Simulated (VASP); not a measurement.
# SnSe (rocksalt type) (Fm-3m) in VASP: notebook, part 2 of 2

VASP 6.6.1.

## Step 4: Single point, PBE (17.82 Å³/atom)

This run uses another cell than the first one, of 17.82 Å³/atom.

File INCAR:

```
SYSTEM = SnSe
  ALGO = Normal
  EDIFF = 1E-6
  ENCUT = 520
  GGA = PE
  ISIF = 2
  ISMEAR = -1
  LASPH = .True.
  LCHARG = .False.
  LREAL = .False.
  LWAVE = .False.
  NBANDS = 17
  NELM = 80
  PREC = Accurate
  SIGMA = 0.1
```

File KPOINTS:

```
k-points
0
Gamma
  14 14 14
  0 0 0
```

File POSCAR:

```
SnSe
1.0
    0.0000000000      2.6119917020      2.6119917020
    2.6119917020      0.0000000000      2.6119917020
    2.6119917020      2.6119917020      0.0000000000
Sn Se
1 1
Direct
    0.0000000000      0.0000000000      0.0000000000
    0.5000000000      0.5000000000      0.5000000000
```

The run is started by

```
> cat potpaw_PBE.64/Sn_d/POTCAR potpaw_PBE.64/Se/POTCAR > POTCAR
> mpirun -np 1 vasp_std > vasp.out
```

It took 28 s on 1 thread of AMD EPYC 9R45 (Zen 5), shared host; peak memory 0.17 GiB.

It converged, with:

```
Free energy            : -5.8488 eV
Pressure               : 56.3 GPa
Band gap on the k mesh : zero (bands 10 and 11 overlap by 0.59 eV)
```

Levels at points of the mesh, in eV from the Fermi level:
```csv
k point,band 6,band 7,band 8,band 9,band 10,band 11,band 12,band 13,band 14,band 15
"(0.00, 0.00, 0.00)",-18.10,-4.02,-4.02,-4.02,-3.42,4.78,4.78,4.78,5.61,5.61
"(0.50, 0.00, 0.00)",-15.94,-11.47,-3.55,-3.55,-0.87,0.27,0.27,2.31,9.26,10.22
"(0.50, 0.50, 0.00)",-14.86,-9.48,-6.67,-6.48,-6.48,0.84,7.72,7.72,8.63,11.67
```

Caveat: the cell stands under pressure; semilocal functionals underestimate gaps, and a narrow one can read as zero; spin-orbit coupling is left out, which moves the levels of the heavy elements.

## Step 5: Single point, PBE (17.82 Å³/atom)

This run uses another cell than the first one, of 17.82 Å³/atom.

File INCAR:

```
ALGO = Normal
EDIFF = 1E-7
ENCUT = 520
GGA = PE
ISIF = 2
ISMEAR = -1
LASPH = T
LCHARG = F
LREAL = F
LWAVE = F
NBANDS = 17
NELM = 100
PREC = Accurate
SIGMA = 0.1
```

File KPOINTS:

```
k-points
0
Gamma
  14 14 14
```

POSCAR is that of step 4.

Potentials or basis: VASP PAW PBE potentials, release 64 (Sn_d, Se).

The run is started by

```
> cat potpaw_PBE.64/Sn_d/POTCAR potpaw_PBE.64/Se/POTCAR > POTCAR
> mpirun -np 1 vasp_std > vasp.out
```

OUTCAR:

```text
EDIFF = 1E-7
   ENCUT = 520
   GGA = PE
   ISIF = 2
   ISMEAR = -1
   LASPH = T
   LREAL = F
   NELM = 100
   PREC = Accurate

 ion  position               nearest neighbor table
   1  0.000  0.000  0.000-   2 2.61   2 2.61   2 2.61   2 2.61   2 2.61   2 2.61
   2  0.500  0.500  0.500-   1 2.61   1 2.61   1 2.61   1 2.61   1 2.61   1 2.61

  LATTYP: Found a face centered cubic cell.
 ALAT       =     5.2239834040

  Lattice vectors:

 A1 = (   0.0000000000,   2.6119917020,   2.6119917020)
 A2 = (   2.6119917020,   0.0000000000,   2.6119917020)
 A3 = (   2.6119917020,   2.6119917020,   0.0000000000)

Analysis of symmetry for initial positions (statically):
=====================================================================
 Subroutine PRICEL returns:
 Original cell was already a primitive cell.

 Routine SETGRP: Setting up the symmetry group for a
 face centered cubic supercell.

 Subroutine GETGRP returns: Found 48 space group operations
 (whereof 48 operations were pure point group operations)
 out of a pool of 48 trial point group operations.

The static configuration has the point symmetry O_h .

Analysis of symmetry for dynamics (positions and initial velocities):
=====================================================================
 Subroutine PRICEL returns:
 Original cell was already a primitive cell.

 Routine SETGRP: Setting up the symmetry group for a
 face centered cubic supercell.

 Subroutine GETGRP returns: Found 48 space group operations
 (whereof 48 operations were pure point group operations)
 out of a pool of 48 trial point group operations.

The dynamic configuration has the point symmetry O_h .

 Subroutine INISYM returns: Found 48 space group operations
 (whereof 48 operations are pure point group operations),
 and found     1 'primitive' translations
[... 102 lines left out ...]
   ISYM   =      2    0-nonsym 1-usesym 2-fastsym
   POTIM  = 0.5000    time-step for ionic-motion
   TEBEG  =    0.0;   TEEND  =   0.0 temperature during run
   PSTRESS=    0.0 pullay stress
   NELECT =      20.0000    total number of electrons
   NUPDOWN=      -1.0000    fix difference up-down
   EMIN   =  10.00;   EMAX   =-10.00  energy-range for DOS
   EFERMI =   0.00;   METHOD = LEGACY
   ISMEAR =    -1;   SIGMA  =   0.10  broadening in eV -4-tet -1-fermi 0-gaus
   EFERMI_NEDOS =   21; number of points for ismear=-14 and -15
   IALGO  =     38    algorithm
   IMIX   =      4    mixing-type and parameters
     AMIX     =   0.40;   BMIX     =  1.00
     AMIX_MAG =   1.60;   BMIX_MAG =  1.00
  volume/ion in A,a.u.               =      17.82       120.26
  Fermi-wavevector in a.u.,A,eV,Ry     =   1.350319  2.551733 24.808337  1.823361
  Thomas-Fermi vector in A             =   2.477833
   LORBIT       =      0    0 simple, 1 ext, 2 COOP (PROOUT), +10 PAW based schemes
   GGA     = PE    functional components
   LHFCALC =     F    Hartree Fock is set to
   AEXX    =    0.0000 exact exchange contribution
   IVDW    =     0    specifies the selected vdW correction
   LEPSILON=     F    determine dielectric tensor
   LRPA    =     F    only Hartree local field effects (RPA)
 non-spin polarized calculation
  energy-cutoff  :      520.00
  volume of cell :       35.64
 maximum number of plane-waves:       982
   NGX = 13   NGY = 13   NGZ = 13

 number of electron      20.0000008 magnetization

 Free energy of the ion-electron system (eV)
  ---------------------------------------------------
  ext. energy  EPLUGINS =         0.00000000
  ---------------------------------------------------
  free energy    TOTEN  =        -5.84882387 eV

  energy without entropy =       -5.83355906  energy(sigma->0) =       -5.84119147

 E-fermi :  11.8371     XC(G=0): -11.6795

 val. band max:       11.8344579717   @ k =   0.5000   0.0714   0.0000
 cond. band min:      11.8709233496   @ k =   0.4286   0.0714   0.0000
 fundamental gap:      0.0364653778
 Fermi energy:        11.8370774589

 k-point     1 :       0.0000    0.0000    0.0000
  band No.  band energies     occupation
      1     -10.6260      2.00000
      2     -10.6260      2.00000
      3     -10.5955      2.00000
      4     -10.5955      2.00000
      5     -10.5955      2.00000
      6      -6.2642      2.00000
[... 457 lines left out ...]
      4     -10.5618      2.00000
      5     -10.5525      2.00000
      6      -5.2557      2.00000
[... 9 lines left out ...]
     16      20.2020      0.00000
     17      23.2984      0.00000

 [... further k-points ...]
[... 5 lines left out ...]
  --------------------------------------------------------------------------------------
  -------------------------------------------------------------------------------------
  Total       12.5154015     12.5154015     12.5154015      0.0000000      0.0000000      0.0000000
  in kB      562.6132981    562.6132981    562.6132981      0.0000000      0.0000000      0.0000000
  external PRESSURE =     562.6132981 kB  Pullay stress =       0.0000000 kB

 VOLUME and BASIS-vectors are now :
 -----------------------------------------------------------------------------
  energy-cutoff  :      520.00
  volume of cell :       35.64
      direct lattice vectors                 reciprocal lattice vectors
     0.000000000  2.611991702  2.611991702    -0.191424804  0.191424804  0.191424804
     2.611991702  0.000000000  2.611991702     0.191424804 -0.191424804  0.191424804
     2.611991702  2.611991702  0.000000000     0.191424804  0.191424804 -0.191424804

 POSITION                                       TOTAL-FORCE (eV/Angst)
 -----------------------------------------------------------------------------------
      0.00000      0.00000      0.00000        -0.000000     -0.000000     -0.000000
      2.61199      2.61199      2.61199         0.000000      0.000000      0.000000
 -----------------------------------------------------------------------------------
    total drift:                               -0.000000      0.000000      0.000000

  FREE ENERGIE OF THE ION-ELECTRON SYSTEM (eV)
  ---------------------------------------------------
  free  energy   TOTEN  =        -5.8488238737 eV

  energy  without entropy=       -5.8335590572  energy(sigma->0) =       -5.84119147
```

stdout:

```text
POSCAR found type information on POSCAR SnSe
 POSCAR found :  2 types and       2 ions
 scaLAPACK will be used
 LDA part: xc-table for (Slater+PW92), standard interpolation
 POSCAR, INCAR and KPOINTS ok, starting setup
 FFT: planning ... GRIDC
 FFT: planning ... GRID_SOFT
 FFT: planning ... GRID
 WAVECAR not read
 entering main loop
```

Run time: 34 s. Hardware: 1 thread of AMD EPYC 9R45 (Zen 5), shared host; peak memory 0.17 GiB.

What came out:

* Free energy: -5.8488 eV
* Pressure: 56.3 GPa
* Band gap on the k mesh: zero (bands 10 and 11 overlap by 0.59 eV)

Caveat: the cell stands under pressure; semilocal functionals underestimate gaps, and a narrow one can read as zero; spin-orbit coupling is left out, which moves the levels of the heavy elements.

## Step 6: Single point, PBE (20.05 Å³/atom)

This run uses another cell than the first one, of 20.05 Å³/atom.

File INCAR:

```
PREC = Accurate
ENCUT = 520
EDIFF = 1E-6
ISMEAR = -1
SIGMA = 0.1
LREAL = False
LASPH = True
NELM = 100
ALGO = Normal
ISIF = 2
LWAVE = False
LCHARG = False
GGA = PE
NBANDS = 17
```

File KPOINTS:

```
regular mesh
0
Gamma
  14 14 14
```

File POSCAR:

```
SnSe
1.0
    0.0000000000      2.7165808426      2.7165808426
    2.7165808426      0.0000000000      2.7165808426
    2.7165808426      2.7165808426      0.0000000000
Sn Se
1 1
Direct
    0.0000000000      0.0000000000      0.0000000000
    0.5000000000      0.5000000000      0.5000000000
```

Potentials or basis: VASP PAW PBE potentials, release 64 (Sn_d, Se).

The run is started by

```
> cat potpaw_PBE.64/Sn_d/POTCAR potpaw_PBE.64/Se/POTCAR > POTCAR
> mpirun -np 1 vasp_std > vasp.out
```

Run time: 36 s. Hardware: 1 thread of AMD EPYC 9R45 (Zen 5), shared host; peak memory 0.19 GiB.

Results (log left out):

```yaml
Free_energy: -7.0486 eV
Pressure: 31.9 GPa
Band_gap_on_the_k_mesh: zero (bands 10 and 11 overlap by 0.15 eV)
```

Levels at points of the mesh, in eV from the Fermi level:
| k point | band 6 | band 7 | band 8 | band 9 | band 10 | band 11 | band 12 | band 13 | band 14 | band 15 |
| --- | --- | --- | --- | --- | --- | --- | --- | --- | --- | --- |
| (0.00, 0.00, 0.00) | -16.85 | -4.15 | -3.59 | -3.59 | -3.59 | 5.00 | 5.00 | 5.00 | 5.12 | 5.12 |
| (0.50, 0.00, 0.00) | -15.08 | -10.47 | -3.21 | -3.21 | -0.71 | 0.49 | 0.49 | 1.62 | 8.78 | 10.12 |
| (0.50, 0.50, 0.00) | -14.33 | -8.35 | -6.57 | -5.72 | -5.72 | 1.40 | 6.87 | 6.87 | 7.73 | 11.14 |

Caveat: the cell stands under pressure; semilocal functionals underestimate gaps, and a narrow one can read as zero; spin-orbit coupling is left out, which moves the levels of the heavy elements.

## Step 7: Summary

| cell | gap on the mesh (eV) | pressure (GPa) |
| --- | --- | --- |
| a = 3.512 Å, angles 60.0°, 2 atoms | none | 104.1 |
| a = 3.694 Å, angles 60.0°, 2 atoms | none | 56.3 |
| a = 3.842 Å, angles 60.0°, 2 atoms | none | 31.9 |

Alike in all rows: task single point; level PBE; potentials or basis VASP PAW PBE potentials, release 64 (Sn_d, Se); no spin polarisation; k mesh 14 × 14 × 14; cutoff (eV) 520; smearing fermi-dirac 0.1 eV.

Caveats: the cell stands under pressure; spin-orbit coupling is left out, which moves the levels of the heavy elements; semilocal functionals underestimate gaps, and a narrow one can read as zero (at least some runs).

Absolute energies hang on the potentials; compare differences alone.

The gap in the log of VASP goes by the Fermi energy; the results here count the filled bands.